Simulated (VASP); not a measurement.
CuI, 2 atoms in the cell. It takes space group F-43m (No. 216, cubic). Conventional cell: a = 6.063 Å, b = 6.063 Å, c = 6.063 Å, α = 90.00°, β = 90.00°, γ = 90.00°. Cu (site symmetry -43m) has 4 I at 2.63 Å within 3.5 Å. Within 3.5 Å of I (site symmetry -43m) lie 4 Cu at 2.63 Å. 

| Quantity | Value |
| --- | --- |
| Program | VASP 6.6.1 |
| Task | single point |
| Functional | HSE06 |
| Potentials or basis | VASP PAW PBE potentials, release 64 (Cu, I) |
| Cutoff | 520 eV |
| k mesh | 2 × 2 × 2 |
| Occupations | gaussian, width 0.01 eV |
| Spin | no spin polarisation |
| Dipole correction | no |
| Grid for exact exchange (PRECFOCK) | Normal |
| Further INCAR settings | ALGO = Normal; EDIFF = 1e-06; NBANDS = 16 |
| Share of exact exchange | 0.25 |
| Screening parameter | 0.2079 1/Å |

Potentials or basis: VASP PAW PBE potentials, release 64 (Cu, I).

Run with:

```sh
$ cat potpaw_PBE.64/Cu/POTCAR potpaw_PBE.64/I/POTCAR > POTCAR
$ cp INCAR.step1 INCAR
$ mpirun -np 1 vasp_std > vasp.out
$ cp INCAR.step2 INCAR
$ mpirun -np 1 vasp_std > vasp.out
```

Hardware: 1 thread of Intel(R) Xeon(R) Platinum 8259CL CPU @ 2.50GHz (Skylake/Cascade Lake), on a shared host.

Task: Estimate the wall time of this run.

Result: Wall time 52 s on 1 thread of Intel(R) Xeon(R) Platinum 8259CL CPU @ 2.50GHz (Skylake/Cascade Lake), with other jobs on the host, peak memory 0.28 GiB. Counts: k points 3.
